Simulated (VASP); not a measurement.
# BeTe (Cmmm) in VASP: a series of runs

Aim: see how the results for BeTe move with the level of theory and the settings. Levels: PBE-based screened hybrid with 25 % exact exchange, PBEsol-based screened hybrid with 25 % exact exchange. Tasks: single point.

All numbers are computed with VASP 6.6.1; they aren't measurements. Logs are shortened: lines on timing, memory, paths and dates and some standing lists are left out, and cuts for length are marked.

**1. The cell of the first run**

Symmetry: Cmmm, No. 65, orthorhombic system. The conventional cell has a = 3.574 Å, b = 9.595 Å, c = 3.569 Å, α = 90.00°, β = 90.00°, γ = 90.00°. Be (site symmetry mmm) has 4 Te at 2.53 Å within 3.3 Å. Within 3.3 Å of Te (site symmetry mmm) lie 4 Be at 2.53 Å.

**2. Single point, PBE-based screened hybrid with 25 % exact exchange**

Input file POSCAR:

```
BeTe
1.0
    1.7870000000     -4.7974500000      0.0000000000
    1.7870000000      4.7974500000      0.0000000000
    0.0000000000      0.0000000000      3.5691500000
Be Te
1 1
Direct
    0.5000000000      0.5000000000      0.5000000000
    0.0000000000      0.0000000000      0.0000000000
```

Input file INCAR.step1:

```
PREC     = Accurate       # precision mode
ENCUT    = 520            # plane-wave cutoff, eV
EDIFF    = 1E-5           # SCF threshold, eV
ISMEAR   = -1             # smearing method
SIGMA    = 0.05           # smearing width, eV
LREAL    = F              # projectors in reciprocal space
LASPH    = T              # aspherical terms in the spheres
NELM     = 100            # most SCF steps
ALGO     = Normal         # electronic algorithm
ISIF     = 2              # what is computed and relaxed
LWAVE    = T              # write WAVECAR
LCHARG   = F              # write CHGCAR
NBANDS   = 11             # bands
GGA      = PE             # functional
```

Input file INCAR.step2:

```
PREC     = Accurate       # precision mode
ENCUT    = 520            # plane-wave cutoff, eV
EDIFF    = 1E-6           # SCF threshold, eV
ISMEAR   = -1             # smearing method
SIGMA    = 0.05           # smearing width, eV
LREAL    = F              # projectors in reciprocal space
LASPH    = T              # aspherical terms in the spheres
NELM     = 100            # most SCF steps
ALGO     = Normal         # electronic algorithm
ISIF     = 2              # what is computed and relaxed
LWAVE    = F              # write WAVECAR
LCHARG   = F              # write CHGCAR
GGA      = PE             # functional
LHFCALC  = T              # exact exchange
AEXX     = 0.25           # exact-exchange fraction
HFSCREEN = 0.2            # screening, 1/A
PRECFOCK = Normal       
NBANDS   = 11             # bands
ISTART   = 1
```

Input file KPOINTS:

```
regular mesh
0
Gamma
  4 4 4
```

Potentials or basis: VASP PAW PBE potentials, release 64 (Be, Te).

Run with:

```console
cat potpaw_PBE.64/Be/POTCAR potpaw_PBE.64/Te/POTCAR > POTCAR
cp INCAR.step1 INCAR
mpirun -np 1 vasp_std > vasp.out
cp INCAR.step2 INCAR
mpirun -np 1 vasp_std > vasp.out
```

OUTCAR:

```text
PREC = Accurate
   ENCUT = 520
   EDIFF = 1E-6
   ISMEAR = -1
   LREAL = F
   LASPH = T
   NELM = 100
   ISIF = 2
   GGA = PE
   LHFCALC = T
   AEXX = 0.25
   HFSCREEN = 0.2
   PRECFOCK = Normal
   ISTART = 1

 ion  position               nearest neighbor table
   1  0.500  0.500  0.500-   2 2.53   2 2.53   2 2.53   2 2.53
   2  0.000  0.000  0.000-   1 2.53   1 2.53   1 2.53   1 2.53

  LATTYP: Found a base centered orthorhombic cell.
 ALAT       =     3.5740000000
 B/A-ratio  =     2.6846390599
 C/A-ratio  =     0.9986429771

  Lattice vectors:

 A1 = (   1.7870000000,  -4.7974500000,   0.0000000000)
 A2 = (   1.7870000000,   4.7974500000,   0.0000000000)
 A3 = (   0.0000000000,   0.0000000000,   3.5691500000)

Analysis of symmetry for initial positions (statically):
=====================================================================
 Subroutine PRICEL returns:
 Original cell was already a primitive cell.

 Routine SETGRP: Setting up the symmetry group for a
 base centered orthorhombic supercell.

 Subroutine GETGRP returns: Found  8 space group operations
 (whereof  8 operations were pure point group operations)
 out of a pool of  8 trial point group operations.

The static configuration has the point symmetry D_2h.

Analysis of symmetry for dynamics (positions and initial velocities):
=====================================================================
 Subroutine PRICEL returns:
 Original cell was already a primitive cell.

 Routine SETGRP: Setting up the symmetry group for a
 base centered orthorhombic supercell.

 Subroutine GETGRP returns: Found  8 space group operations
 (whereof  8 operations were pure point group operations)
 out of a pool of  8 trial point group operations.

The dynamic configuration has the point symmetry D_2h.

 Subroutine INISYM returns: Found  8 space group operations
 (whereof  8 operations are pure point group operations),
 and found     1 'primitive' translations

----------------------------------------------------------------------------------------

                                     Primitive cell

  volume of cell :      61.1970

  direct lattice vectors                    reciprocal lattice vectors
     1.787000000 -4.797450000  0.000000000     0.279798545 -0.104222035  0.000000000
     1.787000000  4.797450000  0.000000000     0.279798545  0.104222035  0.000000000
     0.000000000  0.000000000  3.569150000     0.000000000  0.000000000  0.280178754

  length of vectors
     5.119462423  5.119462423  3.569150000     0.298579065  0.298579065  0.280178754

  position of ions in fractional coordinates (direct lattice)
     0.500000000  0.500000000  0.500000000
     0.000000000  0.000000000  0.000000000

  ion indices of the primitive-cell ions
   primitive index   ion index
                 1           1
                 2           2

----------------------------------------------------------------------------------------

 KPOINTS: regular mesh

Automatic generation of k-mesh.
 Grid dimensions read from file:
 generate k-points for:    4    4    4

 Generating k-lattice:

  Cartesian coordinates                     Fractional coordinates (reciprocal lattice)
     0.069949636 -0.026055509  0.000000000     0.250000000  0.000000000  0.000000000
     0.069949636  0.026055509  0.000000000     0.000000000  0.250000000  0.000000000
     0.000000000  0.000000000  0.070044689     0.000000000  0.000000000  0.250000000

  Length of vectors
     0.074644766  0.074644766  0.070044689

  Shift w.r.t. Gamma in fractional coordinates (k-lattice)
     0.000000000  0.000000000  0.000000000

 Subroutine IBZKPT returns following result:
 ===========================================

 Found     21 irreducible k-points:

 Following reciprocal coordinates:
            Coordinates               Weight
  0.000000  0.000000  0.000000      1.000000
  0.250000  0.000000  0.000000      4.000000
  0.500000  0.000000  0.000000      2.000000
  0.250000  0.250000  0.000000      2.000000
  0.500000  0.250000  0.000000      4.000000
 -0.250000  0.250000  0.000000      2.000000
[... 13 lines left out ...]
 -0.250000  0.250000  0.500000      2.000000
  0.500000  0.500000  0.500000      1.000000
   k-points           NKPTS =     21   k-points in BZ     NKDIM =     64   number of bands    NBANDS=     11
   number of dos      NEDOS =    301   number of ions     NIONS =      2
   total plane-waves  NPLWV =  44800
   dimension x,y,z NGX =    40 NGY =   40 NGZ =   28
   dimension x,y,z NGXF=    80 NGYF=   80 NGZF=   56
   ions per type =               1   1
   NGX,Y,Z   is equivalent  to a cutoff of  12.99, 12.99, 13.04 a.u.
   NGXF,Y,Z  is equivalent  to a cutoff of  25.98, 25.98, 26.08 a.u.
 SYSTEM =  unknown system
   PREC   = accura    normal or accurate (medium, high low for compatibility)
   ISTART =      1    job   : 0-new  1-cont  2-samecut
   ICHARG =      0    charge: 1-file 2-atom 10-const
   ISPIN  =      1    spin polarized calculation?
   LNONCOLLINEAR =      F non collinear calculations
   LSORBIT =      F    spin-orbit coupling
   LASPH  =      T    aspherical Exc in radial PAW
   ENCUT  =  520.0 eV  38.22 Ry    6.18 a.u.   9.52  9.52  6.64*2*pi/ulx,y,z
   NELM   =    100;   NELMIN=  2; NELMDL=  0     # of ELM steps
   EDIFF  = 0.1E-05   stopping-criterion for ELM
   LREAL  =      F    real-space projection
   EDIFFG = 0.1E-04   stopping-criterion for IOM
   NSW    =      0    number of steps for IOM
   IBRION =     -1    ionic relax: 0-MD 1-quasi-New 2-CG
   NFREE  =      0    steps in history (QN), initial steepest desc. (CG)
   ISIF   =      2    stress and relaxation
   ISYM   =      3    0-nonsym 1-usesym 2-fastsym
   POTIM  = 0.5000    time-step for ionic-motion
   TEBEG  =    0.0;   TEEND  =   0.0 temperature during run
   PSTRESS=    0.0 pullay stress
   NELECT =       8.0000    total number of electrons
   NUPDOWN=      -1.0000    fix difference up-down
   EMIN   =  10.00;   EMAX   =-10.00  energy-range for DOS
   EFERMI =   0.00;   METHOD = LEGACY
   ISMEAR =    -1;   SIGMA  =   0.05  broadening in eV -4-tet -1-fermi 0-gaus
   EFERMI_NEDOS =   21; number of points for ismear=-14 and -15
   IALGO  =     38    algorithm
   IMIX   =      1    mixing-type and parameters
     AMIX     =   0.40;   BMIX     =  1.00
     AMIX_MAG =   1.60;   BMIX_MAG =  1.00
  volume/ion in A,a.u.               =      30.60       206.49
  Fermi-wavevector in a.u.,A,eV,Ry     =   0.830861  1.570099  9.392503  0.690330
  Thomas-Fermi vector in A             =   1.943650
   LORBIT       =      0    0 simple, 1 ext, 2 COOP (PROOUT), +10 PAW based schemes
   GGA     = PE    functional components
   LHFCALC =     T    Hartree Fock is set to
   PRECFOCK=normal    Normal, Fast or Accurate (Low or Medium for compatibility)
   ENCUT4O =  -1.0   cutoff for four orbital integrals eV
   NKREDX  =     1    reduce k-point grid by
   NKREDY  =     1    reduce k-point grid by
   NKREDZ  =     1    reduce k-point grid by
   AEXX    =    0.2500 exact exchange contribution
   HFSCREEN=    0.2000 screening length (either q_TF or 0.3 A-1)
   HFSCREENC=   0.2000 screening length for correlation (either q_TF or 0.3 A-1)
   ENCUTFOCK=  -1.0 apply spherical cutoff to Coloumb kernel
   IVDW    =     0    specifies the selected vdW correction
   LEPSILON=     F    determine dielectric tensor
   LRPA    =     F    only Hartree local field effects (RPA)
 non-spin polarized calculation
  energy-cutoff  :      520.00
  volume of cell :       61.20
 maximum number of plane-waves:      1667
 NGX is ok and might be reduce to    40
  NGX = 30; NGY = 30; NGZ = 20

 number of electron       8.0000000 magnetization

 Free energy of the ion-electron system (eV)
  ---------------------------------------------------
  ext. energy  EPLUGINS =         0.00000000
  ---------------------------------------------------
  free energy    TOTEN  =        -6.99753710 eV

  energy without entropy =       -6.98129589  energy(sigma->0) =       -6.98941649

 E-fermi :   3.2498     XC(G=0):  -6.3585

 val. band max:        1.9804736634   @ k =   0.5000   0.0000   0.5000
 cond. band min:       3.2902447043   @ k =   0.5000   0.2500   0.5000
 fundamental gap:      1.3097710409
 Fermi energy:         3.2497840240

 k-point     1 :       0.0000    0.0000    0.0000
  band No.  band energies     occupation
      1     -11.1139      2.00000
      2      -0.5251      2.00000
      3       0.7729      2.00000
      4       0.7948      2.00000
      5       4.9307      0.00000
      6       6.4351      0.00000
      7       8.0769      0.00000
      8       9.1205      0.00000
      9      12.7685      0.00000
     10      12.7804      0.00000
     11      12.9835      0.00000

 k-point     2 :       0.2500    0.0000    0.0000
  band No.  band energies     occupation
      1     -10.5636      2.00000
      2      -2.2611      2.00000
      3      -0.0431      2.00000
      4       1.6709      2.00000
      5       6.2807      0.00000
      6       6.5074      0.00000
      7       7.4277      0.00000
      8       9.1560      0.00000
      9      11.1816      0.00000
     10      11.8563      0.00000
     11      13.1872      0.00000

 k-point     3 :       0.5000    0.0000    0.0000
  band No.  band energies     occupation
      1      -9.7743      2.00000
      2      -4.4688      2.00000
      3       0.7510      2.00000
      4       3.3678      0.17262
      5       4.3291      0.00000
      6       6.1440      0.00000
      7       7.3340      0.00000
      8       9.4235      0.00000
      9      10.5370      0.00000
     10      11.3211      0.00000
     11      15.4184      0.00000

 k-point     4 :       0.2500    0.2500    0.0000
  band No.  band energies     occupation
      1      -9.7744      2.00000
      2      -4.4657      2.00000
      3       0.7033      2.00000
      4       3.3676      0.17300
      5       4.5405      0.00000
      6       6.1446      0.00000
      7       7.3296      0.00000
      8       8.6753      0.00000
      9      10.1829      0.00000
     10      13.2827      0.00000
     11      15.1279      0.00000
[... 197 lines left out ...]
 k-point    19 :       0.5000    0.2500    0.5000
  band No.  band energies     occupation
      1      -9.1299      2.00000
      2      -3.9033      2.00000
      3      -0.6190      2.00000
      4       1.0209      2.00000
      5       3.2902      0.61612
      6       4.6388      0.00000
      7      10.6752      0.00000
      8      11.4093      0.00000
      9      12.1593      0.00000
     10      13.1340      0.00000
     11      13.5987      0.00000

 k-point    20 :      -0.2500    0.2500    0.5000
  band No.  band energies     occupation
      1      -9.7620      2.00000
      2      -4.4679      2.00000
      3       0.7506      2.00000
      4       3.3404      0.28057
      5       4.3596      0.00000
      6       6.1071      0.00000
      7       7.3176      0.00000
      8       9.4903      0.00000
      9      10.2136      0.00000
     10      11.5579      0.00000
     11      15.4213      0.00000

 k-point    21 :       0.5000    0.5000    0.5000
  band No.  band energies     occupation
      1      -9.7262      2.00000
      2      -4.4044      2.00000
      3       0.3311      2.00000
      4       3.3091      0.46752
      5       3.7890      0.00004
      6       6.0758      0.00000
      7       7.2672      0.00000
      8       9.6853      0.00000
      9      13.0289      0.00000
     10      13.4857      0.00000
     11      14.7425      0.00000

------------------------ aborting loop because EDIFF is reached ----------------------------------------

  FORCE on cell =-STRESS in cart. coord.  units (eV):
  Direction    XX          YY          ZZ          XY          YZ          ZX
  --------------------------------------------------------------------------------------
  -------------------------------------------------------------------------------------
  Total       -0.3215921     -0.0601274     -0.5358900      0.0000000      0.0000000      0.0000000
  in kB       -8.4194978     -1.5741770    -14.0299595      0.0000000      0.0000000      0.0000000
  external PRESSURE =      -8.0078781 kB  Pullay stress =       0.0000000 kB

 VOLUME and BASIS-vectors are now :
 -----------------------------------------------------------------------------
  energy-cutoff  :      520.00
  volume of cell :       61.20
      direct lattice vectors                 reciprocal lattice vectors
     1.787000000 -4.797450000  0.000000000     0.279798545 -0.104222035  0.000000000
     1.787000000  4.797450000  0.000000000     0.279798545  0.104222035  0.000000000
     0.000000000  0.000000000  3.569150000     0.000000000  0.000000000  0.280178754

 POSITION                                       TOTAL-FORCE (eV/Angst)
 -----------------------------------------------------------------------------------
      1.78700      0.00000      1.78458         0.000000      0.000000      0.000000
      0.00000      0.00000      0.00000         0.000000     -0.000000      0.000000
 -----------------------------------------------------------------------------------
    total drift:                               -0.000000      0.000000     -0.000001

  FREE ENERGIE OF THE ION-ELECTRON SYSTEM (eV)
  ---------------------------------------------------
  free  energy   TOTEN  =        -6.9975370979 eV

  energy  without entropy=       -6.9812958895  energy(sigma->0) =       -6.98941649
```

Wall time 5.3 min (1 thread of Intel Xeon 6975P-C (Granite Rapids), shared host); peak memory 0.3 GiB.

Results:

```
Free energy            : -6.9975 eV
Pressure               : -0.8 GPa
Band gap on the k mesh : zero (bands 4 and 5 overlap by 1.41 eV)
```

Stress tensor (GPa, compression positive):
```
-0.84  0.00  0.00
 0.00 -0.16  0.00
 0.00  0.00 -1.40
```

Levels at points of the mesh, in eV from the Fermi level:
```tsv
k point	band 1	band 2	band 3	band 4	band 5	band 6	band 7	band 8
(0.00, 0.00, 0.00)	-14.36	-3.77	-2.48	-2.45	1.68	3.19	4.83	5.87
(0.50, 0.00, 0.00)	-13.02	-7.72	-2.50	0.12	1.08	2.89	4.08	6.17
(0.50, 0.50, 0.00)	-14.28	-4.88	-2.51	-2.42	2.07	4.83	5.69	7.78
(0.00, 0.00, 0.50)	-13.05	-7.78	-2.00	0.12	1.91	2.89	4.11	5.41
(0.50, 0.00, 0.50)	-11.49	-6.42	-6.40	-1.91	-1.27	3.05	5.24	5.37
(0.50, 0.50, 0.50)	-12.98	-7.65	-2.92	0.06	0.54	2.83	4.02	6.44
```

Caveat: the k points lie up to 0.47 Å⁻¹ apart, too coarse for converged energies and pressures of a metal; the PAW data sets were made with another functional, which shifts forces and pressure a little; spin-orbit coupling is left out, which moves the levels of the heavy elements.

(Continued in part 2 of 2.)
